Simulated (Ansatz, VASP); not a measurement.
One calculation of PbSe, two programs

```
Pb Se
1.0
     0.00000    3.02091    3.02091
     3.02091    0.00000    3.02091
     3.02091    3.02091    0.00000
Pb Se
1 1
Direct
  0.00000 0.00000 0.00000
  0.50000 0.50000 0.50000
```

Alike in both runs: functional LDA; k mesh 14 × 14 × 14; occupations fermi-dirac, width 0.05 eV; no spin polarisation.

Ansatz relaxed the structure, and its values are those at the end. VASP's run is a single point on that final structure, the one shown.

|  | VASP | Ansatz |
| --- | --- | --- |
| version | VASP 6.6.1 | Ansatz 0.2.0 |
| potentials or method | VASP PAW LDA potentials, release 64 (Pb_d, Se) | PAW with Ansatz's default frozen-core files, scalar-relativistic |
| plane-wave cutoff (eV) | 520 | 420 |
| valence electrons in the cell | 20 | 30 |

|  | VASP | Ansatz | Ansatz less VASP |
| --- | --- | --- | --- |
| pressure (GPa) | 0.1 | 0.0 | -0.12 |

LDA's correlation is that of Perdew and Zunger in VASP and of Perdew and Wang (1992) in Ansatz. VASP's potentials hold 20 valence electrons a cell and Ansatz's 30, so a difference there can come from the potentials and not from the codes.

Neither program's run includes spin-orbit coupling.
